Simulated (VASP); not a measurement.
Crystal: Hg.

```
Hg
1.0
     3.19548    0.00000    0.00000
    -1.59774    2.76737    0.00000
     0.00000    0.00000   10.43645
Hg
4
Direct
  0.00000 0.00000 0.00000
  0.00000 0.00000 0.50000
  0.33333 0.66667 0.25000
  0.66667 0.33333 0.75000
```

```yaml
Program: VASP 6.6.1
Task: relaxation of cell and atoms
Functional: RPBE
Potentials_or_basis: VASP PAW PBE potentials, release 64 (Hg)
Cutoff: 600 eV
k_mesh: 11 × 11 × 3
Occupations: fermi-dirac, width 0.1 eV
Spin: no spin polarisation
```

At the start: pressure 9.2 GPa; volume 23.07 Å³/atom.

Problem. How do energy, volume and symmetry change on relaxing?

Solution. Over 14 steps the energy falls by 353.1 meV/atom and the volume is 87.23 Å³/atom (+278.1 %); space group P6_3/mmc (No. 194, to 0.1 Å) before and after.

The path:
| step | energy change (eV) | largest force (eV/Å) | pressure (GPa) | volume (Å³) |
| --- | --- | --- | --- | --- |
| 1 | 0.0000 | 0.0000 | 9.17 | 92.29 |
| 2 | -0.6506 | 0.0000 | 3.48 | 111.07 |
| 3 | -0.9326 | 0.0000 | 1.90 | 128.65 |
| 4 | -1.2312 | 0.0000 | 0.73 | 169.17 |
| 5 | -1.3616 | 0.0000 | 0.06 | 274.03 |
| 6 | -1.3711 | 0.0000 | 0.11 | 291.84 |
| 7 | -1.4032 | 0.0000 | 0.12 | 329.74 |
| 8 | -1.1581 | 0.0000 | -1.50 | 415.10 |
| 9 | -1.4077 | 0.0000 | 0.09 | 336.63 |
| 10 | -1.4080 | 0.0000 | -0.10 | 357.13 |
| 11 | -1.4107 | 0.0000 | 0.02 | 345.46 |
| 12 | -1.4113 | 0.0000 | 0.03 | 345.59 |
| 13 | -1.4120 | 0.0000 | 0.03 | 345.90 |
| 14 | -1.4123 | 0.0000 | 0.00 | 348.94 |

Final structure:
```
Hg
1.0
     4.97696    0.00000    0.00000
    -2.48848    4.31017    0.00000
     0.00000    0.00000   16.26628
Hg
4
Direct
  0.00000 0.00000 0.00000
  0.00000 0.00000 0.50000
  0.33333 0.66667 0.25000
  0.66667 0.33333 0.75000
```

Caveat: the volume moved by over 15 % at a fixed basis, so the end points are rough; the PAW data sets were made with another functional, which shifts forces and pressure a little.
